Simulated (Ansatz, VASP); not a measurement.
**BeGe3 in VASP and in Ansatz**

```xyz
4
Lattice="4.0627 0.0000 0.0000 0.0000 4.0627 0.0000 0.0000 0.0000 4.0627" Properties=species:S:1:pos:R:3 pbc="T T T"
Be    0.0000    0.0000    0.0000
Ge    0.0000    2.0313    2.0313
Ge    2.0313    0.0000    2.0313
Ge    2.0313    2.0313    0.0000
```

Alike in both runs: functional PBE; k mesh 4 × 4 × 4; occupations gaussian, width 0.1 eV; no spin polarisation.

Ansatz relaxed the structure, and its values are those at the end. VASP's run is a single point on that final structure, the one shown.

|  | VASP | Ansatz |
| --- | --- | --- |
| version | VASP 6.6.1 | Ansatz 0.2.0 |
| potentials or method | VASP PAW PBE potentials, release 64 (Be, Ge_d), cutoff 520 eV | scalar-relativistic, plane waves, PAW |
| valence electrons in the cell | 44 | 44 |

|  | VASP | Ansatz | Ansatz less VASP |
| --- | --- | --- | --- |
| gap on the k mesh at the Fermi level (eV) | none | none | - |
| pressure (GPa) | -0.1 | -0.1 | -0.04 |

A gap of «none» marks a metal or a gap that the smearing closes.

The k mesh is coarse, so the values compare programs but aren't converged.
